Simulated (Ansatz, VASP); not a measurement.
Ni in VASP and in Ansatz

File INCAR:

```
SYSTEM = Ni
PREC = Accurate
ENCUT = 600
EDIFF = 1E-6
ISMEAR = -1
SIGMA = 0.1
LREAL = .FALSE.
LASPH = .TRUE.
NELM = 150
ALGO = Normal
ISIF = 3
LWAVE = .FALSE.
LCHARG = .FALSE.
ISPIN = 2
MAGMOM = 1
LORBIT = 11
LMAXMIX = 4
IBRION = 2
NSW = 60
EDIFFG = -0.005
```

File KPOINTS:

```
regular mesh
0
G
  22 22 22
  0 0 0
```

The input POSCAR:

```
Ni
1.0
    0.0000000000      1.7124802420      1.7124802420
    1.7124802420      0.0000000000      1.7124802420
    1.7124802420      1.7124802420      0.0000000000
Ni
1
Direct
    0.0000000000      0.0000000000      0.0000000000
```

Input for Ansatz:

```yaml
crystal:
  lattice:
    - [0.0, 1.712480242, 1.712480242]
    - [1.712480242, 0.0, 1.712480242]
    - [1.712480242, 1.712480242, 0.0]
  atoms:
    - { symbol: Ni, position: [0.0, 0.0, 0.0], spin: 1.0 }
magnetization:
  spin_polarized: true
kpoints:
  mp_grid: { grid: [22, 22, 22] }
scf:
  occupations: { method: fermi_dirac, width: 0.1 }
hamiltonian:
  xc: lda
  pseudopotentials: { kind: paw }
output:
  forces: true
  stress: true
relax:
  f_tol: 0.005
  max_steps: 40
  cell: {}
```

Alike in both runs: task relaxation of cell and atoms; functional LDA; k mesh 22 × 22 × 22; occupations fermi-dirac, width 0.1 eV; collinear spin.

|  | VASP | Ansatz |
| --- | --- | --- |
| version | VASP 6.6.1 | Ansatz 0.2.0 |
| potentials or method | VASP PAW LDA potentials, release 64 (Ni) | PAW with Ansatz's default frozen-core files, scalar-relativistic |
| plane-wave cutoff (eV) | 600 | 420 |
| valence electrons in the cell | 10 | 18 |

|  | VASP | Ansatz | Ansatz less VASP |
| --- | --- | --- | --- |
| net moment per atom (μB) | 0.54 | 0.57 | +0.032 |
| size of the moment on the site where the two differ most (μB) | 0.54 | 0.60 | +0.056 |
| relaxed volume (Å³/atom) | 10.03 | 10.05 | +0.012 |
| relaxed length of the cell vector where the two differ most in proportion (Å) | 2.421 | 2.422 | +0.0009 |

LDA's correlation is that of Perdew and Zunger in VASP and of Perdew and Wang (1992) in Ansatz. Site moments also hang on the region over which each program counts them. VASP's potentials hold 10 valence electrons a cell and Ansatz's 18, so a difference there can come from the potentials and not from the codes.
